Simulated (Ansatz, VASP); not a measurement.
GaO: VASP beside Ansatz

```
Ga O
1.0
     1.53736    0.88759    6.40755
    -1.53736    0.88759    6.40755
     0.00000   -1.77519    6.40755
Ga O
2 2
Direct
  0.93555 0.93555 0.93555
  0.06445 0.06445 0.06445
  0.23149 0.23149 0.23149
  0.76851 0.76851 0.76851
```

Alike in both runs: functional PBEsol; k mesh 12 × 12 × 12; no spin polarisation.

Ansatz relaxed the structure, and its values are those at the end. VASP's run is a single point on that final structure, the one shown.

|  | VASP | Ansatz |
| --- | --- | --- |
| version | VASP 6.6.1 | Ansatz 0.2.0 |
| potentials or method | VASP PAW PBE potentials, release 64 (Ga_d, O), cutoff 520 eV | scalar-relativistic, plane waves, PAW |
| occupations | gaussian, width 0.01 eV | fixed |
| valence electrons in the cell | 38 | 38 |

|  | VASP | Ansatz | Ansatz less VASP |
| --- | --- | --- | --- |
| gap on the k mesh at the Fermi level (eV) | 0.98 | 0.98 | +0.006 |
| least direct gap on the mesh (eV) | 0.98 | 0.99 | +0.005 |
| pressure (GPa) | 0.2 | 0.0 | -0.16 |
| rms of the force components (eV/Å) | 0.010 | 0.000 | -0.0095 |

VASP's potentials were made for PBE, not for PBEsol.
